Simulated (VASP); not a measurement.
Write the native input for VASP 6.6.1 that does the following.

- Task: single point
- Functional: r2SCAN
- Potentials or basis: VASP PAW PBE potentials, release 64 (Al, Ni)
- Cutoff: 520 eV
- k mesh: 20 × 20 × 18
- Occupations: gaussian, width 0.15 eV
- Spin: no spin polarisation
- Dipole correction: no
- Further INCAR settings: ALGO = Normal; EDIFF = 1e-07; NBANDS = 14

Crystal: AlNi.

```xyz
2
Lattice="1.9653 -1.9799 0.0000 1.9653 1.9799 0.0000 0.0000 0.0000 3.0162" Properties=species:S:1:pos:R:3 pbc="T T T"
Al    0.0000    0.0000    0.0000
Ni    1.9653    0.0000    1.5081
```

This cell differs from its parent crystal: ratio of the length along z to the lengths across it x 0.96, volume and fractional coordinates fixed.

One way to write it, as run:

POSCAR

```
AlNi
1.0
    1.9652547526     -1.9799495047      0.0000000000
    1.9652547526      1.9799495047      0.0000000000
    0.0000000000      0.0000000000      3.0162175332
Al Ni
1 1
Direct
    0.0000000000      0.0000000000      0.0000000000
    0.5000000000      0.5000000000      0.5000000000
```

INCAR.step1

```
SYSTEM = AlNi
  PREC = Accurate
  ENCUT = 520
  ISMEAR = 0
  SIGMA = 0.15
  LREAL = .False.
  LASPH = .True.
  NELM = 100
  NBANDS = 14
  GGA = PE
  ALGO = Normal
  EDIFF = 1E-4
  LWAVE = .True.
  LCHARG = .False.
```

INCAR.step2

```
SYSTEM = AlNi
  PREC = Accurate
  ENCUT = 520
  EDIFF = 1E-7
  ISMEAR = 0
  SIGMA = 0.15
  LREAL = .False.
  LASPH = .True.
  NELM = 100
  ALGO = Normal
  ISIF = 2
  LWAVE = .False.
  LCHARG = .True.
  METAGGA = R2SCAN
  LMIXTAU = .True.
  LELF = .True.
  LVHAR = .True.
  NBANDS = 14
  ISTART = 1
```

KPOINTS

```
Automatic mesh
0
Gamma
  20 20 18
  0 0 0
```

Potentials or basis: VASP PAW PBE potentials, release 64 (Al, Ni).

Command:

```sh
$ cat potpaw_PBE.64/Al/POTCAR potpaw_PBE.64/Ni/POTCAR > POTCAR
$ cp INCAR.step1 INCAR
$ mpirun -np 1 vasp_std > vasp.out
$ cp INCAR.step2 INCAR
$ mpirun -np 1 vasp_std > vasp.out
```

Results of the run:

* Pressure: 0.1 GPa
* Band gap on the k mesh: zero (an odd number of electrons rules out a gap without spin polarisation)

Caveat: the stress differs along the axes, from -3 to 3 GPa; the PAW data sets were made with another functional, which shifts forces and pressure a little.

Run time: 13 min on 1 thread of AMD EPYC 9R45 96-Core Processor (Zen 5) (shared host), peak memory 0.43 GiB.
